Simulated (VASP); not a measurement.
Input of a VASP 6.6.1 run:

File INCAR:

```
SYSTEM = ScTeI4
PREC = Accurate ; ENCUT = 520
EDIFF = 1E-7 ; ISMEAR = 0
SIGMA = 0.1 ; LREAL = .FALSE.
LASPH = .TRUE. ; NELM = 100
ALGO = Normal ; ISIF = 2
LWAVE = .FALSE. ; LCHARG = .FALSE.
GGA = PE ; NBANDS = 32
```

File KPOINTS:

```
Automatic mesh
0
G
  6 6 8
  0 0 0
```

Contents of POSCAR:

```
ScTeI4
1.0
    6.8361402115      0.0000000000      0.0000000000
   -3.4180701057      5.9202710870      0.0000000000
    0.0000000000      0.0000000000      5.8752815844
Sc Te I
1 1 4
Direct
    0.0000000000      0.0000000000      0.5000000000
    0.0000000000      0.0000000000      0.0000000000
    0.3333333333      0.6666666667      0.7510189312
    0.3333333333      0.6666666667      0.2489810688
    0.6666666667      0.3333333333      0.7510189312
    0.6666666667      0.3333333333      0.2489810688
```

Potentials or basis: VASP PAW PBE potentials, release 64 (Sc_sv, Te, I).

The run is started by

```bash
$ cat potpaw_PBE.64/Sc_sv/POTCAR potpaw_PBE.64/Te/POTCAR potpaw_PBE.64/I/POTCAR > POTCAR
$ mpirun -np 1 vasp_std > vasp.out
```

Q: Estimate the pressure.

A: 0.0 GPa.

Q: What does it give for the largest force?

A: 0.006 eV/Å.

Q: Predict the band gap on the k mesh.

A: Zero (an odd number of electrons rules out a gap without spin polarisation).

Forces on the atoms (eV/Å):
```
Sc   0.000  0.000  0.000
Te   0.000  0.000  0.000
I    0.000  0.000  0.006
I    0.000  0.000 -0.006
I    0.000  0.000  0.006
I    0.000  0.000 -0.006
```

Caveat: spin-orbit coupling is left out, which moves the levels of the heavy elements; an odd number of electrons without spin polarisation forces a metal; a magnetic or distorted state may lie lower.
